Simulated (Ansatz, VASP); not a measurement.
**C: VASP beside Ansatz**

```
C
1.0
     2.36638    0.00000    0.00000
    -1.18319    2.04935    0.00000
     0.00000    0.00000    7.00797
C
4
Cartesian
  0.0000 0.0000 0.0175
  0.0000 0.0000 3.5215
  0.0000 1.3662 0.0175
  1.1832 0.6831 3.5215
```

Change from the starting cell: strain -0.040 along x and y, +0.040 along z, atoms carried along.

Alike in both runs: task single point; functional PBE; dispersion D3(BJ); k mesh 24 × 24 × 8; occupations gaussian, width 0.15 eV; no spin polarisation.

|  | VASP | Ansatz |
| --- | --- | --- |
| version | VASP 6.6.1 | Ansatz 0.2.0 |
| potentials or method | VASP PAW PBE potentials, release 64 (C), cutoff 520 eV | scalar-relativistic, plane waves, PAW |
| valence electrons in the cell | 16 | 16 |

|  | VASP | Ansatz | Ansatz less VASP |
| --- | --- | --- | --- |
| gap on the k mesh at the Fermi level (eV) | none | none | - |
| pressure (GPa) | 41.1 | 40.6 | -0.43 |
| traceless stress, the component that is largest in VASP (GPa) | -42.30 | -41.75 | +0.553 |

A gap of «none» marks a metal or a gap that the smearing closes. Both programs put the cell under a high pressure, so it lies far from rest at this level.
